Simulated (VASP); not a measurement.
# Rh (Cmcm) in VASP: notebook, part 2 of 2

VASP 6.6.1. The steps go on from the part before.

## Step 5: Single point, PBEsol

The input, INCAR:

```
PREC = Accurate ; ENCUT = 520
EDIFF = 1E-7 ; ISMEAR = 0
SIGMA = 0.15 ; LREAL = False
LASPH = True ; NELM = 100
ALGO = Fast ; ISIF = 2
LWAVE = False ; LCHARG = False
GGA = PS ; NBANDS = 38
```

The input, KPOINTS:

```
regular mesh
0
Gamma
  18 18 6
```

The input, POSCAR:

```
Rh
1.0
    2.4303493686      0.0000000000      0.0000000000
   -1.2151746843      2.4444322036      0.0000000000
    0.0000000000      0.0000000000      9.0478106183
Rh
4
Direct
    0.0000000000      0.0000000000      0.0000000000
    0.3333333333      0.6666666667      0.2500000000
    0.0000000000      0.0000000000      0.5000000000
    0.6666666667      0.3333333333      0.7500000000
```

Potentials or basis: VASP PAW PBE potentials, release 64 (Rh_pv).

Started as:

```
$ cat potpaw_PBE.64/Rh_pv/POTCAR > POTCAR
$ mpirun -np 1 vasp_std > vasp.out
```

OUTCAR:

```text
PREC = Accurate
   ENCUT = 520
   EDIFF = 1E-7
   ISMEAR = 0
   LREAL = False
   LASPH = True
   NELM = 100
   ISIF = 2
   GGA = PS

 ion  position               nearest neighbor table
   1  0.000  0.000  0.000-   2 2.69   4 2.69   4 2.69   2 2.69   4 2.79   2 2.79
   2  0.333  0.667  0.250-   1 2.69   3 2.69   1 2.69   3 2.69   1 2.79   3 2.79
   3  0.000  0.000  0.500-   2 2.69   4 2.69   4 2.69   2 2.69   4 2.79   2 2.79
   4  0.667  0.333  0.750-   1 2.69   3 2.69   1 2.69   3 2.69   1 2.79   3 2.79

  LATTYP: Found a base centered orthorhombic cell.
 ALAT       =     2.4303493686
 B/A-ratio  =     2.0115891445
 C/A-ratio  =     3.7228436106

  Lattice vectors:

 A1 = (   1.2151746843,  -2.4444322036,   0.0000000000)
 A2 = (   1.2151746843,   2.4444322036,   0.0000000000)
 A3 = (   0.0000000000,   0.0000000000,   9.0478106183)

Analysis of symmetry for initial positions (statically):
=====================================================================
 Subroutine PRICEL returns:
 Original cell was already a primitive cell.

 Routine SETGRP: Setting up the symmetry group for a
 base centered orthorhombic supercell.

[... 168 lines left out ...]
  ---------------------------------------------------
  free energy    TOTEN  =       -31.53700462 eV

  energy without entropy =      -31.47242293  energy(sigma->0) =      -31.50471378

 E-fermi :  12.1872     XC(G=0): -14.3447

 val. band max:       12.1863952229   @ k =   0.0000   0.2778   0.3333
 cond. band min:      12.1878752910   @ k =  -0.1667   0.0556   0.5000
 fundamental gap:      0.0014800681
 Fermi energy:        12.1872004325

 k-point     1 :       0.0000    0.0000    0.0000
  band No.  band energies     occupation
      1     -34.8726      2.00000
      2     -34.5421      2.00000
      3     -34.5265      2.00000
      4     -34.2529      2.00000
      5     -34.2299      2.00000
      6     -34.2104      2.00000
[... 973 lines left out ...]
     37      20.1808      0.00000
     38      27.3719      0.00000

 [... further k-points ...]
[... 5 lines left out ...]
  --------------------------------------------------------------------------------------
  -------------------------------------------------------------------------------------
  Total       17.7270623     -4.5457943     -3.4353543      0.0000000      0.0000000      0.0000000
  in kB      528.3931106   -135.4971472   -102.3981016      0.0000000      0.0000000      0.0000000
  external PRESSURE =      96.8326206 kB  Pullay stress =       0.0000000 kB

 VOLUME and BASIS-vectors are now :
 -----------------------------------------------------------------------------
  energy-cutoff  :      520.00
  volume of cell :       53.75
      direct lattice vectors                 reciprocal lattice vectors
     2.430349369  0.000000000  0.000000000     0.411463476  0.204546479  0.000000000
    -1.215174684  2.444432204  0.000000000     0.000000000  0.409092958  0.000000000
     0.000000000  0.000000000  9.047810618     0.000000000  0.000000000  0.110523976

 POSITION                                       TOTAL-FORCE (eV/Angst)
 -----------------------------------------------------------------------------------
      0.00000      0.00000      0.00000         0.000000      0.000000      0.000000
     -0.00000      1.62962      2.26195        -0.000000     -0.252868      0.000000
      0.00000      0.00000      4.52391         0.000000      0.000000      0.000000
      1.21517      0.81481      6.78586         0.000000      0.252868     -0.000000
 -----------------------------------------------------------------------------------
    total drift:                                0.000000     -0.000000      0.000000

  FREE ENERGIE OF THE ION-ELECTRON SYSTEM (eV)
  ---------------------------------------------------
  free  energy   TOTEN  =       -31.5370046172 eV

  energy  without entropy=      -31.4724229329  energy(sigma->0) =      -31.50471378
```

OSZICAR:

```text
N       E                     dE             d eps       ncg     rms          rms(c)
DAV:   1     0.771368890427E+03    0.77137E+03   -0.36590E+04 28320   0.184E+03
DAV:   2    -0.822481669123E+01   -0.77959E+03   -0.75758E+03 29050   0.575E+02
DAV:   3    -0.335788781705E+02   -0.25354E+02   -0.24689E+02 30326   0.113E+02
DAV:   4    -0.338253955561E+02   -0.24652E+00   -0.24629E+00 30600   0.112E+01
DAV:   5    -0.338295668168E+02   -0.41713E-02   -0.41712E-02 30688   0.148E+00    0.244E+01
RMM:   6    -0.316272306558E+02    0.22023E+01   -0.62217E+00 27744   0.167E+01    0.866E+00
RMM:   7    -0.315596765053E+02    0.67554E-01   -0.57608E-01 28357   0.401E+00    0.322E+00
RMM:   8    -0.316703718458E+02   -0.11070E+00   -0.18542E-01 28851   0.261E+00    0.364E+00
RMM:   9    -0.315411257839E+02    0.12925E+00   -0.89227E-02 28537   0.198E+00    0.887E-01
RMM:  10    -0.315369165957E+02    0.42092E-02   -0.13266E-02 29383   0.808E-01    0.550E-02
RMM:  11    -0.315369992281E+02   -0.82632E-04   -0.89523E-04 29991   0.195E-01    0.267E-02
RMM:  12    -0.315370051986E+02   -0.59706E-05   -0.10785E-04 32340   0.795E-02    0.102E-02
RMM:  13    -0.315370042762E+02    0.92248E-06   -0.27095E-05 34382   0.352E-02    0.468E-03
RMM:  14    -0.315370044722E+02   -0.19600E-06   -0.54763E-06 35530   0.178E-02    0.248E-03
RMM:  15    -0.315370042115E+02    0.26071E-06   -0.12305E-06 29976   0.949E-03    0.173E-03
RMM:  16    -0.315370046316E+02   -0.42019E-06   -0.50789E-07 24809   0.630E-03    0.370E-04
RMM:  17    -0.315370046172E+02    0.14428E-07   -0.15448E-07 15421   0.312E-03
   1 F= -.31537005E+02 E0= -.31504714E+02  d E =-.645817E-01
```

Run time: 22 min. Hardware: 1 thread of AMD EPYC 7R13, shared host; peak memory 0.53 GiB.

What came out:

| Item | Value |
| --- | --- |
| Free energy | -31.5370 eV |
| Pressure | 9.7 GPa |
| Largest force | 0.253 eV/Å |
| Band gap on the k mesh | zero (band 30 reaches 13.08 eV, above the bottom of band 31 at 10.92 eV) |

Forces in eV/Å, atoms in the order of the input:
```
Rh   0.000  0.000  0.000
Rh   0.000 -0.253  0.000
Rh   0.000  0.000  0.000
Rh   0.000  0.253  0.000
```

Stress tensor (GPa, compression positive):
```
 52.84   0.00   0.00
  0.00 -13.55   0.00
  0.00   0.00 -10.24
```

Levels at points of the mesh, in eV from the Fermi level:
```
           k point  band 26  band 27  band 28  band 29  band 30  band 31  band 32  band 33  band 34  band 35
(0.00, 0.00, 0.00)    -1.61    -1.51    -1.48    -0.99    -0.68    -0.61    -0.21     0.08     0.14     0.15
(0.50, 0.00, 0.00)     0.15     0.39     0.40     0.81     0.85     1.31     1.55     1.99     2.96     5.21
(0.00, 0.50, 0.00)     0.40     0.52     0.76     0.78     0.83     0.83     0.96     1.02     1.32     3.62
(0.00, 0.00, 0.50)    -1.67    -1.63    -1.63    -1.33    -1.33    -0.45    -0.45    -0.17    -0.17     0.50
(0.50, 0.00, 0.50)    -0.87    -0.33    -0.33     0.85     0.85     1.00     1.00     3.59     3.59     5.07
(0.00, 0.50, 0.50)    -1.35     0.39     0.39     0.78     0.78     0.95     0.95     2.33     2.33     3.47
```

Caveat: the cell differs from its parent crystal (strain +e along x and -e along y -0.0733, strain +e along z and -e/2 along x and y +0.0367); the PAW data sets were made with another functional, which shifts forces and pressure a little.

## Step 6: The runs side by side

| cell | further INCAR settings | gap on the mesh (eV) | pressure (GPa) | largest force (eV/Å) |
| --- | --- | --- | --- | --- |
| a = 2.872, b = 2.444, c = 9.367 Å, angles 90.0, 90.0, 126.0°, 4 atoms | ALGO = Fast; EDIFF = 1e-06; NBANDS = 38 | none | 21.9 | 0.35 |
| a = 2.725, b = 2.436, c = 9.688 Å, angles 90.0, 90.0, 124.0°, 4 atoms | ALGO = Fast; EDIFF = 1e-06; NBANDS = 38 | none | 21.7 | 0.14 |
| a = 2.381, b = 2.681, c = 9.367 Å, angles 90.0, 90.0, 116.4°, 4 atoms | ALGO = Fast; EDIFF = 1e-07; NBANDS = 38 | none | 15.1 | 0.22 |
| a = 2.430, b = 2.730, c = 9.048 Å, angles 90.0, 90.0, 116.4°, 4 atoms | ALGO = Fast; EDIFF = 1e-07; NBANDS = 38 | none | 9.7 | 0.25 |

Alike in all rows: task single point; level PBEsol; potentials or basis VASP PAW PBE potentials, release 64 (Rh_pv); no spin polarisation; k mesh 18 × 18 × 6; cutoff (eV) 520; smearing gaussian 0.15 eV.

Caveats: the PAW data sets were made with another functional, which shifts forces and pressure a little.

Total energies depend on the potentials used, so only differences within one code and one set of settings carry meaning.
